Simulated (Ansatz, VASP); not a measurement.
**Two plane-wave programs on Si4O**

```
Si O
1.0
     3.83334    0.00000    0.00000
     0.00000    3.83334    0.00000
     0.00000    0.00000   21.20348
Si O
4 1
Direct
  0.00000 0.50000 0.18865
  0.00000 0.00000 0.25257
  0.50000 0.00000 0.31919
  0.50000 0.50000 0.38218
  0.75000 0.75000 0.50008
```

Alike in both runs: task single point; functional PBE; dispersion D3(BJ); k mesh 7 × 7 × 1; occupations gaussian, width 0.05 eV; collinear spin.

|  | VASP | Ansatz |
| --- | --- | --- |
| version | VASP 6.6.1 | Ansatz 0.2.0 |
| potentials or method | VASP PAW PBE potentials, release 64 (Si, O), cutoff 520 eV | scalar-relativistic, plane waves, PAW |
| valence electrons in the cell | 22 | 22 |

```csv
,VASP,Ansatz,Ansatz less VASP
gap on the k mesh at the Fermi level (eV),none,none,-
rms of the force components (eV/Å),0.487,0.489,+0.0027
net moment per atom (μB),0.33,0.32,-0.017
size of the moment on the site where the two differ most (μB),1.31,1.59,+0.281
"work function, face that differs most (eV)",7.55,7.68,+0.130
```

Site moments also hang on the region over which each program counts them. Atom by atom the forces differ by 0.013 eV/Å (rms over components). A gap of «none» marks a metal or a gap that the smearing closes.
